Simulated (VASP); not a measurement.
# GaPtC4N4 (P4/mmm) in VASP: single point with PBE

Aim: the single point of GaPtC4N4 with PBE.

All numbers are computed with VASP 6.6.1; they aren't measurements. Logs are shortened: lines on timing, memory, paths and dates and some standing lists are left out, and cuts for length are marked.

## 1. The cell of the first run

The structure is tetragonal, space group P4/mmm (No. 123). Conventional cell: a = 7.175 Å, b = 7.175 Å, c = 3.750 Å, α = 90.00°, β = 90.00°, γ = 90.00°. Within 2.5 Å of Ga (site symmetry 4/mmm) lie 4 C at 1.90 Å. Within 2.7 Å of Pt (site symmetry 4/mmm) lie 4 N at 2.01 Å. C (site symmetry m2m) has 1 N at 1.17 Å within 1.6 Å. Within 1.6 Å of N (site symmetry m2m) lie 1 C at 1.17 Å.

## 2. Single point, PBE

Contents of INCAR:

```
  ALGO = Normal
  EDIFF = 1E-6
  ENCUT = 700
  GGA = PE
  GGA_COMPAT = F
  ISIF = 2
  ISMEAR = 0
  LASPH = T
  LCHARG = F
  LREAL = F
  LWAVE = F
  NBANDS = 44
  NELM = 120
  PREC = Accurate
  SIGMA = 0.1
```

Contents of KPOINTS:

```
k-points
0
Gamma
  4 4 4
```

Contents of POSCAR:

```
GaPtC4N4
1.0
    7.1750125100      0.0000000000      0.0000000000
    0.0000000000      7.1750125100      0.0000000000
    0.0000000000      0.0000000000      3.7496379300
Ga Pt C N
1 1 4 4
Direct
    0.0000000000      0.0000000000      0.0000000000
    0.5000000000      0.5000000000      0.0000000000
    0.1868532600      0.8131467400      0.0000000000
    0.8131467400      0.1868532600      0.0000000000
    0.1868532600      0.1868532600      0.0000000000
    0.8131467400      0.8131467400      0.0000000000
    0.3021582700      0.6978417300      0.0000000000
    0.6978417300      0.3021582700      0.0000000000
    0.3021582700      0.3021582700      0.0000000000
    0.6978417300      0.6978417300      0.0000000000
```

Potentials or basis: VASP PAW PBE potentials, release 64 (Ga_d, Pt_sv_GW, C, N).

On the command line:

```bash
cat potpaw_PBE.64/Ga_d/POTCAR potpaw_PBE.64/Pt_sv_GW/POTCAR potpaw_PBE.64/C/POTCAR potpaw_PBE.64/N/POTCAR > POTCAR
mpirun -np 1 vasp_std > vasp.out
```

OUTCAR:

```text
EDIFF = 1E-6
   ENCUT = 700
   GGA = PE
   ISIF = 2
   ISMEAR = 0
   LASPH = T
   LREAL = F
   NELM = 120
   PREC = Accurate

 ion  position               nearest neighbor table
   1  0.000  0.000  0.000-   3 1.90   4 1.90   5 1.90   6 1.90
   2  0.500  0.500  0.000-   7 2.01   8 2.01   9 2.01  10 2.01
   3  0.187  0.813  0.000-   7 1.17   1 1.90
   4  0.813  0.187  0.000-   8 1.17   1 1.90
   5  0.187  0.187  0.000-   9 1.17   1 1.90
   6  0.813  0.813  0.000-  10 1.17   1 1.90
   7  0.302  0.698  0.000-   3 1.17   2 2.01
   8  0.698  0.302  0.000-   4 1.17   2 2.01
   9  0.302  0.302  0.000-   5 1.17   2 2.01
  10  0.698  0.698  0.000-   6 1.17   2 2.01

  LATTYP: Found a simple tetragonal cell.
 ALAT       =     7.1750125100
 C/A-ratio  =     0.5225967097

  Lattice vectors:

 A1 = (   7.1750125100,   0.0000000000,   0.0000000000)
 A2 = (   0.0000000000,   7.1750125100,   0.0000000000)
 A3 = (   0.0000000000,   0.0000000000,   3.7496379300)

Analysis of symmetry for initial positions (statically):
=====================================================================
 Subroutine PRICEL returns:
 Original cell was already a primitive cell.

 Routine SETGRP: Setting up the symmetry group for a
 simple tetragonal supercell.

 Subroutine GETGRP returns: Found 16 space group operations
 (whereof 16 operations were pure point group operations)
 out of a pool of 16 trial point group operations.

The static configuration has the point symmetry D_4h.

Analysis of symmetry for dynamics (positions and initial velocities):
=====================================================================
 Subroutine PRICEL returns:
 Original cell was already a primitive cell.

 Routine SETGRP: Setting up the symmetry group for a
 simple tetragonal supercell.

 Subroutine GETGRP returns: Found 16 space group operations
 (whereof 16 operations were pure point group operations)
 out of a pool of 16 trial point group operations.

The dynamic configuration has the point symmetry D_4h.

 Subroutine INISYM returns: Found 16 space group operations
 (whereof 16 operations are pure point group operations),
 and found     1 'primitive' translations

----------------------------------------------------------------------------------------

                                     Primitive cell

  volume of cell :     193.0344

  direct lattice vectors                    reciprocal lattice vectors
     7.175012510  0.000000000  0.000000000     0.139372579  0.000000000  0.000000000
     0.000000000  7.175012510  0.000000000     0.000000000  0.139372579  0.000000000
     0.000000000  0.000000000  3.749637930     0.000000000  0.000000000  0.266692416

  length of vectors
     7.175012510  7.175012510  3.749637930     0.139372579  0.139372579  0.266692416

  position of ions in fractional coordinates (direct lattice)
     0.000000000  0.000000000  0.000000000
     0.500000000  0.500000000  0.000000000
     0.186853260  0.813146740  0.000000000
     0.813146740  0.186853260  0.000000000
     0.186853260  0.186853260  0.000000000
     0.813146740  0.813146740  0.000000000
     0.302158270  0.697841730  0.000000000
     0.697841730  0.302158270  0.000000000
     0.302158270  0.302158270  0.000000000
     0.697841730  0.697841730  0.000000000

  ion indices of the primitive-cell ions
   primitive index   ion index
                 1           1
                 2           2
                 3           3
                 4           4
                 5           5
                 6           6
                 7           7
                 8           8
                 9           9
                10          10

----------------------------------------------------------------------------------------

 KPOINTS: k-points

Automatic generation of k-mesh.
 Grid dimensions read from file:
 generate k-points for:    4    4    4

 Generating k-lattice:

  Cartesian coordinates                     Fractional coordinates (reciprocal lattice)
     0.034843145  0.000000000  0.000000000     0.250000000  0.000000000  0.000000000
     0.000000000  0.034843145  0.000000000     0.000000000  0.250000000  0.000000000
     0.000000000  0.000000000  0.066673104     0.000000000  0.000000000  0.250000000

  Length of vectors
     0.034843145  0.034843145  0.066673104

  Shift w.r.t. Gamma in fractional coordinates (k-lattice)
     0.000000000  0.000000000  0.000000000

 Subroutine IBZKPT returns following result:
 ===========================================

 Found     18 irreducible k-points:

 Following reciprocal coordinates:
            Coordinates               Weight
  0.000000  0.000000  0.000000      1.000000
  0.250000  0.000000  0.000000      4.000000
  0.500000  0.000000  0.000000      2.000000
  0.250000  0.250000  0.000000      4.000000
  0.500000  0.250000  0.000000      4.000000
  0.500000  0.500000  0.000000      1.000000
[... 10 lines left out ...]
  0.500000  0.250000  0.500000      4.000000
  0.500000  0.500000  0.500000      1.000000
   k-points           NKPTS =     18   k-points in BZ     NKDIM =     18   number of bands    NBANDS=     44
   number of dos      NEDOS =    301   number of ions     NIONS =     10
   total plane-waves  NPLWV = 131072
   dimension x,y,z NGX =    64 NGY =   64 NGZ =   32
   dimension x,y,z NGXF=   128 NGYF=  128 NGZF=   64
   ions per type =               1   1   4   4
   NGX,Y,Z   is equivalent  to a cutoff of  14.83, 14.83, 14.19 a.u.
   NGXF,Y,Z  is equivalent  to a cutoff of  29.66, 29.66, 28.38 a.u.
 SYSTEM =  unknown system
   PREC   = accura    normal or accurate (medium, high low for compatibility)
   ISTART =      0    job   : 0-new  1-cont  2-samecut
   ICHARG =      2    charge: 1-file 2-atom 10-const
   ISPIN  =      1    spin polarized calculation?
   LNONCOLLINEAR =      F non collinear calculations
   LSORBIT =      F    spin-orbit coupling
   LASPH  =      T    aspherical Exc in radial PAW
   ENCUT  =  700.0 eV  51.45 Ry    7.17 a.u.  15.48 15.48  8.09*2*pi/ulx,y,z
   NELM   =    120;   NELMIN=  2; NELMDL= -5     # of ELM steps
   EDIFF  = 0.1E-05   stopping-criterion for ELM
   LREAL  =      F    real-space projection
   EDIFFG = 0.1E-04   stopping-criterion for IOM
   NSW    =      0    number of steps for IOM
   IBRION =     -1    ionic relax: 0-MD 1-quasi-New 2-CG
   NFREE  =      0    steps in history (QN), initial steepest desc. (CG)
   ISIF   =      2    stress and relaxation
   ISYM   =      2    0-nonsym 1-usesym 2-fastsym
   POTIM  = 0.5000    time-step for ionic-motion
   TEBEG  =    0.0;   TEEND  =   0.0 temperature during run
   PSTRESS=    0.0 pullay stress
   NELECT =      67.0000    total number of electrons
   NUPDOWN=      -1.0000    fix difference up-down
   EMIN   =  10.00;   EMAX   =-10.00  energy-range for DOS
   EFERMI =   0.00;   METHOD = LEGACY
   ISMEAR =     0;   SIGMA  =   0.10  broadening in eV -4-tet -1-fermi 0-gaus
   EFERMI_NEDOS =   21; number of points for ismear=-14 and -15
   IALGO  =     38    algorithm
   IMIX   =      4    mixing-type and parameters
     AMIX     =   0.40;   BMIX     =  1.00
     AMIX_MAG =   1.60;   BMIX_MAG =  1.00
  volume/ion in A,a.u.               =      19.30       130.27
  Fermi-wavevector in a.u.,A,eV,Ry     =   1.150504  2.174138 18.009487  1.323660
  Thomas-Fermi vector in A             =   2.287168
   LORBIT       =      0    0 simple, 1 ext, 2 COOP (PROOUT), +10 PAW based schemes
   GGA     = PE    functional components
   LHFCALC =     F    Hartree Fock is set to
   AEXX    =    0.0000 exact exchange contribution
   IVDW    =     0    specifies the selected vdW correction
   LEPSILON=     F    determine dielectric tensor
   LRPA    =     F    only Hartree local field effects (RPA)
 non-spin polarized calculation
 Gauss-broadening in eV      SIGMA  =   0.10
  energy-cutoff  :      700.00
  volume of cell :      193.03
 maximum number of plane-waves:      8168
 NGX is ok and might be reduce to    64
   NGX = 31   NGY = 31   NGZ = 17

 number of electron      67.0000004 magnetization

 Free energy of the ion-electron system (eV)
  ---------------------------------------------------
  ext. energy  EPLUGINS =         0.00000000
  ---------------------------------------------------
  free energy    TOTEN  =       -73.29430819 eV

  energy without entropy =      -73.28182107  energy(sigma->0) =      -73.28806463

 E-fermi :   1.0311     XC(G=0):  -7.6294

 val. band max:        0.9322264786   @ k =   0.5000   0.5000   0.2500
 cond. band min:       1.0311795854   @ k =   0.2500   0.2500   0.2500
 fundamental gap:      0.0989531069
 Fermi energy:         1.0311248635

 k-point     1 :       0.0000    0.0000    0.0000
  band No.  band energies     occupation
      1     -98.9511      2.00000
      2     -53.4267      2.00000
      3     -53.4267      2.00000
      4     -52.2832      2.00000
      5     -18.3691      2.00000
      6     -18.1113      2.00000
[... 36 lines left out ...]
     43       5.2477      0.00000
     44       6.8640      0.00000

 k-point     2 :       0.2500    0.0000    0.0000
  band No.  band energies     occupation
      1     -98.9511      2.00000
      2     -53.4267      2.00000
      3     -53.4267      2.00000
      4     -52.2832      2.00000
      5     -18.3432      2.00000
      6     -18.1410      2.00000
[... 36 lines left out ...]
     43       5.4188      0.00000
     44       6.1177      0.00000

 k-point     3 :       0.5000    0.0000    0.0000
  band No.  band energies     occupation
      1     -98.9510      2.00000
      2     -53.4267      2.00000
      3     -53.4267      2.00000
      4     -52.2832      2.00000
      5     -18.3060      2.00000
      6     -18.1819      2.00000
[... 694 lines left out ...]
     43       6.2342      0.00000
     44       6.3398      0.00000

 k-point    18 :       0.5000    0.5000    0.5000
  band No.  band energies     occupation
      1     -98.9511      2.00000
      2     -53.4264      2.00000
      3     -53.4264      2.00000
      4     -52.2876      2.00000
      5     -18.2229      2.00000
      6     -18.1464      2.00000
[... 36 lines left out ...]
     43       6.5728      0.00000
     44       6.6527      0.00000

------------------------ aborting loop because EDIFF is reached ----------------------------------------

  FORCE on cell =-STRESS in cart. coord.  units (eV):
  Direction    XX          YY          ZZ          XY          YZ          ZX
  --------------------------------------------------------------------------------------
  -------------------------------------------------------------------------------------
  Total        4.9013605      4.9013605     -0.9498074      0.0000000      0.0000000      0.0000000
  in kB       40.6810891     40.6810891     -7.8833620      0.0000000      0.0000000      0.0000000
  external PRESSURE =      24.4929387 kB  Pullay stress =       0.0000000 kB

 VOLUME and BASIS-vectors are now :
 -----------------------------------------------------------------------------
  energy-cutoff  :      700.00
  volume of cell :      193.03
      direct lattice vectors                 reciprocal lattice vectors
     7.175012510  0.000000000  0.000000000     0.139372579  0.000000000  0.000000000
     0.000000000  7.175012510  0.000000000     0.000000000  0.139372579  0.000000000
     0.000000000  0.000000000  3.749637930     0.000000000  0.000000000  0.266692416

 POSITION                                       TOTAL-FORCE (eV/Angst)
 -----------------------------------------------------------------------------------
      0.00000      0.00000      0.00000         0.000000     -0.000000      0.000000
      3.58751      3.58751      0.00000         0.000000     -0.000000      0.000000
      1.34067      5.83434      0.00000         1.593510     -1.593510      0.000000
      5.83434      1.34067      0.00000        -1.593510      1.593510     -0.000000
      1.34067      1.34067      0.00000         1.593510      1.593510      0.000000
      5.83434      5.83434      0.00000        -1.593510     -1.593510      0.000000
      2.16799      5.00702      0.00000         0.863834     -0.863834      0.000000
      5.00702      2.16799      0.00000        -0.863834      0.863834     -0.000000
      2.16799      2.16799      0.00000         0.863834      0.863834      0.000000
      5.00702      5.00702      0.00000        -0.863834     -0.863834      0.000000
 -----------------------------------------------------------------------------------
    total drift:                               -0.000000     -0.000000      0.000000

  FREE ENERGIE OF THE ION-ELECTRON SYSTEM (eV)
  ---------------------------------------------------
  free  energy   TOTEN  =       -73.2943081868 eV

  energy  without entropy=      -73.2818210703  energy(sigma->0) =      -73.28806463
```

Wall time 4.8 min (1 thread of Intel Xeon Platinum 8375C at 2.90GHz (Ice Lake), shared host); peak memory 0.5 GiB.

Results:

- Free energy: -73.2943 eV
- Pressure: 2.4 GPa
- Largest force: 2.254 eV/Å
- Band gap on the k mesh: zero (an odd number of electrons rules out a gap without spin polarisation)

Forces on the atoms (eV/Å):
```
Ga   0.000  0.000  0.000
Pt   0.000  0.000  0.000
C    1.594 -1.594  0.000
C   -1.594  1.594  0.000
C    1.594  1.594  0.000
C   -1.594 -1.594  0.000
N    0.864 -0.864  0.000
N   -0.864  0.864  0.000
N    0.864  0.864  0.000
N   -0.864 -0.864  0.000
```

Levels at points of the mesh, in eV from the Fermi level:
| k point | band 30 | band 31 | band 32 | band 33 | band 34 | band 35 | band 36 | band 37 |
| --- | --- | --- | --- | --- | --- | --- | --- | --- |
| (0.00, 0.00, 0.00) | -3.47 | -3.31 | -2.71 | -2.71 | 1.00 | 1.62 | 2.16 | 3.00 |
| (0.50, 0.00, 0.00) | -2.99 | -2.92 | -2.91 | -2.64 | 1.41 | 1.55 | 1.71 | 2.91 |
| (0.50, 0.50, 0.00) | -3.13 | -2.77 | -2.71 | -2.71 | 1.14 | 1.36 | 2.20 | 3.15 |
| (0.00, 0.00, 0.50) | -3.16 | -3.06 | -3.06 | -1.90 | -1.48 | 1.68 | 2.34 | 2.73 |
| (0.50, 0.00, 0.50) | -2.94 | -2.94 | -2.73 | -1.89 | -0.47 | 1.07 | 1.46 | 1.77 |
| (0.50, 0.50, 0.50) | -3.06 | -3.06 | -2.74 | -1.82 | -0.99 | 1.26 | 1.70 | 2.39 |

Caveat: the k points lie up to 0.42 Å⁻¹ apart, too coarse for converged energies and pressures of a metal; spin-orbit coupling is left out, which moves the levels of the heavy elements; an odd number of electrons without spin polarisation forces a metal; a magnetic or distorted state may lie lower.

The gap in the log of VASP goes by the Fermi energy; the results here count the filled bands.